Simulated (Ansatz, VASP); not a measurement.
## One calculation of Ni, two programs

```
Ni
1.0
     0.00000    1.73306    1.73306
     1.73306    0.00000    1.73306
     1.73306    1.73306    0.00000
Ni
1
Cartesian
  0.0000 0.0000 0.0000
```

Alike in both runs: task single point; functional r2SCAN; k mesh 15 × 15 × 15; occupations gaussian, width 0.01 eV; no spin polarisation.

|  | VASP | Ansatz |
| --- | --- | --- |
| version | VASP 6.6.1 | Ansatz 0.2.0 |
| potentials or method | VASP PAW PBE potentials, release 64 (Ni), cutoff 520 eV | plane waves (500 eV) with PAW, scalar-relativistic |
| valence electrons in the cell | 10 | 18 |

```csv
,VASP,Ansatz,Ansatz less VASP
pressure (GPa),-0.1,-0.8,-0.62
```

VASP's potentials were made for PBE, not for r2SCAN. With one functional, cell and mesh, what is left measures potentials, basis and numerics. VASP's potentials hold 10 valence electrons a cell and Ansatz's 18, so a difference there can come from the potentials and not from the codes.
